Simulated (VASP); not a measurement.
TePb:

```xyz
2
Lattice="0.0000 3.2009 3.2679 3.2679 0.0000 3.2679 3.2679 3.2009 0.0000" Properties=species:S:1:pos:R:3 pbc="T T T"
Te    3.2679    3.2009    3.2679
Pb    0.0000    0.0000    0.0000
```

This cell differs from its parent crystal: uniaxial y strain -2.0%.

Program: VASP 6.6.1. Alike in all runs: task single point; potentials or basis VASP PAW PBE potentials, release 64 (Te, Pb_d); no spin polarisation; cell as given; cutoff (eV) 520. Hardware: 1 thread of Intel(R) Xeon(R) Platinum 8488C (Sapphire Rapids), on a shared host.

**Question.** Order these runs on this cell by their wall time, lowest first.
A. level PBE; k mesh 4 × 4 × 4; smearing gaussian 0.01 eV
B. level PBE; k mesh 8 × 8 × 8; smearing fermi-dirac 0.02 eV
C. level r2SCAN; k mesh 8 × 8 × 8; smearing gaussian 0.01 eV

**Answer.** A (14 s), B (52 s), C (170 s).
